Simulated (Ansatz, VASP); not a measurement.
**InP in VASP and in Ansatz**

```
In P
1.0
     0.00000    3.07623    3.07623
     3.07623    0.00000    3.07623
     3.07623    3.07623    0.00000
In P
1 1
Direct
  0.00000 0.00000 0.00000
  0.25000 0.25000 0.25000
```

Alike in both runs: task single point; functional PBE; k mesh 10 × 10 × 10; occupations gaussian, width 0.02 eV; no spin polarisation.

|  | VASP | Ansatz |
| --- | --- | --- |
| version | VASP 6.6.1 | Ansatz 0.2.0 |
| potentials or method | VASP PAW PBE potentials, release 64 (In_d, P), cutoff 520 eV | scalar-relativistic, plane waves, PAW |
| valence electrons in the cell | 18 | 18 |

|  | VASP | Ansatz | Ansatz less VASP |
| --- | --- | --- | --- |
| gap on the k mesh at the Fermi level (eV) | none | none | - |
| pressure (GPa) | -4.5 | -4.5 | +0.03 |

A gap of «none» marks a metal or a gap that the smearing closes. With one functional, cell and mesh, what is left measures potentials, basis and numerics.
